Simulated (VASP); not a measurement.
# Hg (P6_3/mmc) in VASP: notebook

The runs below take Hg through single point, with PBEsol+D3(BJ).

Program: VASP 6.6.1. These are calculated values, not measurements. Logs are shortened: lines on timing, memory, paths and dates and some standing lists are left out, and cuts for length are marked.

### Step 1. The cell of the first run

The structure is hexagonal, space group P6_3/mmc (No. 194). Conventional cell: a = 3.154 Å, b = 3.154 Å, c = 5.601 Å, α = 90.00°, β = 90.00°, γ = 120.00°. Hg (site symmetry -6m2) has 12 Hg at 3.15 to 3.34 Å within 4.2 Å.

### Step 2. Single point, PBEsol+D3(BJ)

Input file INCAR:

```
PREC     = Accurate       # precision mode
ENCUT    = 520            # plane-wave cutoff, eV
EDIFF    = 1E-6           # SCF threshold, eV
ISMEAR   = 0              # smearing method
SIGMA    = 0.15           # smearing width, eV
LREAL    = False          # projectors in reciprocal space
LASPH    = True           # aspherical terms in the spheres
NELM     = 60             # most SCF steps
ALGO     = Fast           # electronic algorithm
ISIF     = 2              # what is computed and relaxed
LWAVE    = False          # write WAVECAR
LCHARG   = True           # write CHGCAR
GGA      = PS             # functional
IVDW     = 12             # dispersion correction
LELF     = True           # ELF
LVHAR    = True         
NBANDS   = 19             # bands
```

Input file KPOINTS:

```
regular mesh
0
Gamma
  18 18 10
```

Input file POSCAR:

```
Hg
1.0
    3.1540667384      0.0000000000      0.0000000000
   -1.5770333692      2.7315019207      0.0000000000
    0.0000000000      0.0000000000      5.6014000000
Hg
2
Direct
    0.6666666667      0.3333333333      0.7500000000
    0.3333333333      0.6666666667      0.2500000000
```

Potentials or basis: VASP PAW PBE potentials, release 64 (Hg).

Started as:

```
$ cat potpaw_PBE.64/Hg/POTCAR > POTCAR
$ mpirun -np 1 vasp_std > vasp.out
```

OUTCAR:

```text
PREC = Accurate
   ENCUT = 520
   EDIFF = 1E-6
   ISMEAR = 0
   LREAL = False
   LASPH = True
   NELM = 60
   ISIF = 2
   GGA = PS
   IVDW = 12
 IVDW          = 12

 ion  position               nearest neighbor table
   1  0.667  0.333  0.750-   2 3.34   2 3.34   2 3.34   2 3.34   2 3.34   2 3.34
   2  0.333  0.667  0.250-   1 3.34   1 3.34   1 3.34   1 3.34   1 3.34   1 3.34

  LATTYP: Found a hexagonal cell.
 ALAT       =     3.1540667384
 C/A-ratio  =     1.7759294475

  Lattice vectors:

 A1 = (   3.1540667384,   0.0000000000,   0.0000000000)
 A2 = (  -1.5770333692,   2.7315019207,   0.0000000000)
 A3 = (   0.0000000000,   0.0000000000,   5.6014000000)

Analysis of symmetry for initial positions (statically):
=====================================================================
 Subroutine PRICEL returns:
 Original cell was already a primitive cell.

 Routine SETGRP: Setting up the symmetry group for a
 hexagonal supercell.

 Subroutine GETGRP returns: Found 24 space group operations
 (whereof 12 operations were pure point group operations)
 out of a pool of 24 trial point group operations.

The static configuration has the point symmetry D_3d.
 The point group associated with its full space group is D_6h.

Analysis of symmetry for dynamics (positions and initial velocities):
=====================================================================
 Subroutine PRICEL returns:
 Original cell was already a primitive cell.

 Routine SETGRP: Setting up the symmetry group for a
 hexagonal supercell.

 Subroutine GETGRP returns: Found 24 space group operations
 (whereof 12 operations were pure point group operations)
 out of a pool of 24 trial point group operations.

The dynamic configuration has the point symmetry D_3d.
 The point group associated with its full space group is D_6h.

 Subroutine INISYM returns: Found 24 space group operations
 (whereof 12 operations are pure point group operations),
 and found     1 'primitive' translations

----------------------------------------------------------------------------------------

                                     Primitive cell

  volume of cell :      48.2580

  direct lattice vectors                    reciprocal lattice vectors
     3.154066738  0.000000000  0.000000000     0.317050996  0.183049478  0.000000000
    -1.577033369  2.731501921  0.000000000     0.000000000  0.366098955  0.000000000
     0.000000000  0.000000000  5.601400000     0.000000000  0.000000000  0.178526797

  length of vectors
     3.154066738  3.154066738  5.601400000     0.366098955  0.366098955  0.178526797

  position of ions in fractional coordinates (direct lattice)
     0.666666667  0.333333333  0.750000000
     0.333333333  0.666666667  0.250000000

  ion indices of the primitive-cell ions
   primitive index   ion index
                 1           1
                 2           2

----------------------------------------------------------------------------------------

 KPOINTS: regular mesh

Automatic generation of k-mesh.
 Grid dimensions read from file:
 generate k-points for:   18   18   10

 Generating k-lattice:

  Cartesian coordinates                     Fractional coordinates (reciprocal lattice)
     0.017613944  0.010169415  0.000000000     0.055555556  0.000000000  0.000000000
     0.000000000  0.020338831  0.000000000     0.000000000  0.055555556  0.000000000
     0.000000000  0.000000000  0.017852680     0.000000000  0.000000000  0.100000000

  Length of vectors
     0.020338831  0.020338831  0.017852680

  Shift w.r.t. Gamma in fractional coordinates (k-lattice)
     0.000000000  0.000000000  0.000000000

 Subroutine IBZKPT returns following result:
 ===========================================

 Found    222 irreducible k-points:

 Following reciprocal coordinates:
            Coordinates               Weight
  0.000000  0.000000  0.000000      1.000000
  0.055556  0.000000  0.000000      6.000000
  0.111111  0.000000  0.000000      6.000000
  0.166667  0.000000  0.000000      6.000000
  0.222222 -0.000000  0.000000      6.000000
  0.277778 -0.000000  0.000000      6.000000
[... 16 lines left out ...]
  0.333333  0.111111  0.000000     12.000000
  0.388889  0.111111  0.000000     12.000000
 [... further k-points ...]
   k-points           NKPTS =    222   k-points in BZ     NKDIM =    222   number of bands    NBANDS=     19
   number of dos      NEDOS =    301   number of ions     NIONS =      2
   total plane-waves  NPLWV =  24192
   dimension x,y,z NGX =    24 NGY =   24 NGZ =   42
   dimension x,y,z NGXF=    48 NGYF=   48 NGZF=   84
   ions per type =               2
   NGX,Y,Z   is equivalent  to a cutoff of  12.65, 12.65, 12.47 a.u.
   NGXF,Y,Z  is equivalent  to a cutoff of  25.30, 25.30, 24.93 a.u.
 SYSTEM =  unknown system
   PREC   = accura    normal or accurate (medium, high low for compatibility)
   ISTART =      0    job   : 0-new  1-cont  2-samecut
   ICHARG =      2    charge: 1-file 2-atom 10-const
   ISPIN  =      1    spin polarized calculation?
   LNONCOLLINEAR =      F non collinear calculations
   LSORBIT =      F    spin-orbit coupling
   LASPH  =      T    aspherical Exc in radial PAW
   ENCUT  =  520.0 eV  38.22 Ry    6.18 a.u.   5.86  5.86 10.41*2*pi/ulx,y,z
   NELM   =     60;   NELMIN=  2; NELMDL= -5     # of ELM steps
   EDIFF  = 0.1E-05   stopping-criterion for ELM
   LREAL  =      F    real-space projection
   EDIFFG = 0.1E-04   stopping-criterion for IOM
   NSW    =      0    number of steps for IOM
   IBRION =     -1    ionic relax: 0-MD 1-quasi-New 2-CG
   NFREE  =      0    steps in history (QN), initial steepest desc. (CG)
   ISIF   =      2    stress and relaxation
   ISYM   =      2    0-nonsym 1-usesym 2-fastsym
   POTIM  = 0.5000    time-step for ionic-motion
   TEBEG  =    0.0;   TEEND  =   0.0 temperature during run
   PSTRESS=    0.0 pullay stress
   NELECT =      24.0000    total number of electrons
   NUPDOWN=      -1.0000    fix difference up-down
   EMIN   =  10.00;   EMAX   =-10.00  energy-range for DOS
   EFERMI =   0.00;   METHOD = LEGACY
   ISMEAR =     0;   SIGMA  =   0.15  broadening in eV -4-tet -1-fermi 0-gaus
   EFERMI_NEDOS =   21; number of points for ismear=-14 and -15
   IALGO  =     68    algorithm
   IMIX   =      4    mixing-type and parameters
     AMIX     =   0.40;   BMIX     =  1.00
     AMIX_MAG =   1.60;   BMIX_MAG =  1.00
  volume/ion in A,a.u.               =      24.13       162.83
  Fermi-wavevector in a.u.,A,eV,Ry     =   1.297047  2.451063 22.889488  1.682330
  Thomas-Fermi vector in A             =   2.428464
   LORBIT       =      0    0 simple, 1 ext, 2 COOP (PROOUT), +10 PAW based schemes
   GGA     = PS    functional components
   LHFCALC =     F    Hartree Fock is set to
   AEXX    =    0.0000 exact exchange contribution
   IVDW    =    12    specifies the selected vdW correction
   LEPSILON=     F    determine dielectric tensor
   LRPA    =     F    only Hartree local field effects (RPA)
 non-spin polarized calculation
 RMM-DIIS sequential band-by-band and
 Gauss-broadening in eV      SIGMA  =   0.15
  energy-cutoff  :      520.00
  volume of cell :       48.26
 maximum number of plane-waves:      1317
 NGX is ok and might be reduce to    24
   NGX = 11   NGY = 11   NGZ = 21

 number of electron      24.0000010 magnetization

 Free energy of the ion-electron system (eV)
  ---------------------------------------------------
  ext. energy  EPLUGINS =         0.00000000
  ---------------------------------------------------
  free energy    TOTEN  =        -1.08061137 eV

  energy without entropy =       -1.07153709  energy(sigma->0) =       -1.07607423

 E-fermi :   2.1946     XC(G=0): -10.9266

 val. band max:        2.1719856776   @ k =   0.3889   0.0556   0.0000
 cond. band min:       2.2096861016   @ k =   0.3333   0.2778   0.3000
 fundamental gap:      0.0377004239
 Fermi energy:         2.1945674636

 k-point     1 :       0.0000    0.0000    0.0000
  band No.  band energies     occupation
      1      -6.5653      2.00000
      2      -5.6544      2.00000
      3      -4.7390      2.00000
      4      -4.5008      2.00000
      5      -4.5008      2.00000
      6      -4.4092      2.00000
[... 11 lines left out ...]
     18      17.2856      0.00000
     19      18.1557      0.00000

 k-point     2 :       0.0556    0.0000    0.0000
  band No.  band energies     occupation
      1      -6.4892      2.00000
      2      -5.6059      2.00000
      3      -4.7318      2.00000
      4      -4.5064      2.00000
      5      -4.4675      2.00000
      6      -4.4223      2.00000
[... 11 lines left out ...]
     18      17.5796      0.00000
     19      18.3875      0.00000

 k-point     3 :       0.1111    0.0000    0.0000
  band No.  band energies     occupation
      1      -6.2672      2.00000
      2      -5.4734      2.00000
      3      -4.7232      2.00000
      4      -4.5104      2.00000
      5      -4.4432      2.00000
      6      -4.3702      2.00000
[... 11 lines left out ...]
     18      17.4463      0.00000
     19      17.9872      0.00000

 k-point     4 :       0.1667    0.0000    0.0000
  band No.  band energies     occupation
      1      -5.9266      2.00000
      2      -5.3062      2.00000
      3      -4.7182      2.00000
      4      -4.5305      2.00000
      5      -4.3782      2.00000
      6      -4.2270      2.00000
[... 407 lines left out ...]
     18      13.9332      0.00000
     19      14.7991      0.00000

 k-point    23 :       0.3333    0.1111    0.0000
  band No.  band energies     occupation
      1      -5.2671      2.00000
      2      -5.1231      2.00000
      3      -4.9646      2.00000
      4      -4.4105      2.00000
      5      -4.2857      2.00000
      6      -4.2408      2.00000
[... 11 lines left out ...]
     18      13.4341      0.00000
     19      14.4972      0.00000

 k-point    24 :       0.3889    0.1111    0.0000
  band No.  band energies     occupation
      1      -5.3211      2.00000
      2      -5.1586      2.00000
      3      -5.0435      2.00000
      4      -4.4059      2.00000
      5      -4.3172      2.00000
      6      -4.2152      2.00000
[... 11 lines left out ...]
     18      13.1153      0.00000
     19      14.3125      0.00000

 [... further k-points ...]

------------------------ aborting loop because EDIFF is reached ----------------------------------------

 Edisp (eV)   -0.82595

 E8    (eV) :    -0.5600

  FORCE on cell =-STRESS in cart. coord.  units (eV):
  Direction    XX          YY          ZZ          XY          YZ          ZX
  --------------------------------------------------------------------------------------
  -------------------------------------------------------------------------------------
  Total      -0.91107    -0.91107    -1.14400     0.00000    -0.00000     0.00000
  in kB     -30.24781   -30.24781   -37.98123     0.00000    -0.00000     0.00000
  external pressure =      -32.83 kB  Pullay stress =        0.00 kB

 VOLUME and BASIS-vectors are now :
 -----------------------------------------------------------------------------
  energy-cutoff  :      520.00
  volume of cell :       48.26
      direct lattice vectors                 reciprocal lattice vectors
     3.154066738  0.000000000  0.000000000     0.317050996  0.183049478  0.000000000
    -1.577033369  2.731501921  0.000000000     0.000000000  0.366098955  0.000000000
     0.000000000  0.000000000  5.601400000     0.000000000  0.000000000  0.178526797

 POSITION                                       TOTAL-FORCE (eV/Angst)
 -----------------------------------------------------------------------------------
      1.57703      0.91050      4.20105         0.000000     -0.000000      0.000000
     -0.00000      1.82100      1.40035        -0.000000      0.000000      0.000000
 -----------------------------------------------------------------------------------
    total drift:                               -0.000000      0.000000     -0.000000

  FREE ENERGIE OF THE ION-ELECTRON SYSTEM (eV)
  ---------------------------------------------------
  free  energy   TOTEN  =        -1.9065597163 eV

  energy  without entropy=       -1.8974854321  energy(sigma->0) =       -1.90202257
```

Wall time 1.8 min (1 thread of Oxide Virtual Turin-like, shared host); peak memory 0.26 GiB.

Results:

| Item | Value |
| --- | --- |
| Free energy | -1.9066 eV |
| Pressure | -3.3 GPa |
| Band gap on the k mesh | zero (bands 12 and 13 overlap by 1.95 eV) |
| Dispersion energy per atom | -0.413 eV |

Caveat: the cell stands under tension; the PAW data sets were made with another functional, which shifts forces and pressure a little; spin-orbit coupling is left out, which moves the levels of the heavy elements.

(Continued in part 2 of 2.)

The gap in the log of VASP goes by the Fermi energy; the results here count the filled bands.